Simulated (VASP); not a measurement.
Set up this calculation in VASP 6.6.1, as the native input.

| Item | Value |
| --- | --- |
| Task | single point |
| Functional | PBEsol |
| Potentials or basis | VASP PAW PBE potentials, release 64 (Al, Ga_d, N) |
| Cutoff | 520 eV |
| k mesh | 6 × 6 × 6 |
| Occupations | gaussian, width 0.05 eV |
| Spin | no spin polarisation |
| Dipole correction | no |
| Further INCAR settings | ALGO = Normal; EDIFF = 1e-06; NBANDS = 31 |

The structure of Al3GaN4 lies in POSCAR:

```
Al3GaN4
1.0
    4.4511896259     -0.1615208909     -0.1615208909
   -0.1615208909      4.4511896259     -0.1615208909
   -0.1615208909     -0.1615208909      4.4511896259
Al Ga N
3 1 4
Direct
    0.5000000000      0.5000000000      0.0000000000
    0.5000000000      0.0000000000      0.5000000000
    0.0000000000      0.5000000000      0.5000000000
    0.0000000000      0.0000000000      0.0000000000
    0.7447140287      0.7447140287      0.2552859713
    0.7447140287      0.2552859713      0.7447140287
    0.2552859713      0.7447140287      0.7447140287
    0.2552859713      0.2552859713      0.2552859713
```

One way to write it, as run:

INCAR

```
  PREC = Accurate
  ENCUT = 520
  EDIFF = 1E-6
  ISMEAR = 0
  SIGMA = 0.05
  LREAL = F
  LASPH = T
  NELM = 100
  ALGO = Normal
  ISIF = 2
  LWAVE = F
  LCHARG = T
  GGA = PS
  LELF = T
  LVHAR = T
  NBANDS = 31
```

KPOINTS

```
Automatic mesh
0
Gamma
  6 6 6
```

Potentials or basis: VASP PAW PBE potentials, release 64 (Al, Ga_d, N).

Command:

```console
$ cat potpaw_PBE.64/Al/POTCAR potpaw_PBE.64/Ga_d/POTCAR potpaw_PBE.64/N/POTCAR > POTCAR
$ mpirun -np 1 vasp_std > vasp.out
```

It gave:

- Pressure: -1.5 GPa
- Largest force: 1.668 eV/Å
- Band gap on the k mesh: 2.71 eV, direct

Caveat: the PAW data sets were made with another functional, which shifts forces and pressure a little.

Run time: 80 s on 1 thread of Intel(R) Xeon(R) Platinum 8488C (Sapphire Rapids), with other jobs on the host, peak memory 0.24 GiB.
